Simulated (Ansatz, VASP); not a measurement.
**One calculation of SnSe, two programs**

The input POSCAR:

```
SnSe
1.0
    0.0000000000      2.9498000000      3.0100000000
    3.0100000000      0.0000000000      3.0100000000
    3.0100000000      2.9498000000      0.0000000000
Sn Se
1 1
Direct
    0.0000000000      0.0000000000      0.0000000000
    0.5000000000      0.5000000000      0.5000000000
```

Contents of INCAR.step1:

```
ALGO = Normal ; EDIFF = 1E-4
ENCUT = 520 ; GGA = PE
ISMEAR = 0 ; LASPH = T
LCHARG = F ; LREAL = F
LWAVE = T ; NBANDS = 17
NELM = 80 ; PREC = Accurate
SIGMA = 0.05
```

Contents of INCAR.step2:

```
ALGO = Normal ; EDIFF = 1E-7
ENCUT = 520 ; ISIF = 2
ISMEAR = 0 ; ISTART = 1
LASPH = T ; LCHARG = F
LMIXTAU = T ; LREAL = F
LWAVE = F ; METAGGA = R2SCAN
NBANDS = 17 ; NELM = 80
PREC = Accurate ; SIGMA = 0.05
```

The input KPOINTS:

```
k-points
0
Gamma
  10 10 10
```

Input for Ansatz:

```yaml
crystal:
  lattice:
    - [0.0, 2.9498, 3.01]
    - [3.01, 0.0, 3.01]
    - [3.01, 2.9498, 0.0]
  atoms:
    - { symbol: Sn, position: [0.0, 0.0, 0.0] }
    - { symbol: Se, position: [0.5, 0.5, 0.5] }
basis:
  ecutwfc: 500
kpoints:
  mp_grid: { grid: [10, 10, 10] }
hamiltonian:
  xc: r2scan
scf:
  occupations: { method: gaussian, width: 0.05 }
output:
  forces: true
  stress: true
  eigenvalues: true
```

Change from the starting cell: strain -0.0200 x Voigt [0, 1, 0, 0, 0, 0], atoms carried along.

Alike in both runs: task single point; functional r2SCAN; k mesh 10 × 10 × 10; occupations gaussian, width 0.05 eV; no spin polarisation.

|  | VASP | Ansatz |
| --- | --- | --- |
| version | VASP 6.6.1 | Ansatz 0.2.0 |
| potentials or method | VASP PAW PBE potentials, release 64 (Sn_d, Se), cutoff 520 eV | scalar-relativistic, plane waves, PAW |
| valence electrons in the cell | 20 | 30 |

|  | VASP | Ansatz | Ansatz less VASP |
| --- | --- | --- | --- |
| gap on the k mesh at the Fermi level (eV) | 0.48 | 0.48 | 0.000 |
| least direct gap on the mesh (eV) | 0.56 | 0.56 | 0.000 |
| pressure (GPa) | 1.2 | 1.1 | 0.00 |
| traceless stress, the component that is largest in VASP (GPa) | 1.88 | 1.88 | -0.005 |

VASP's potentials were made for PBE, not for r2SCAN. With one functional, cell and mesh, what is left measures potentials, basis and numerics. VASP's potentials hold 20 valence electrons a cell and Ansatz's 30, so a difference there can come from the potentials and not from the codes.
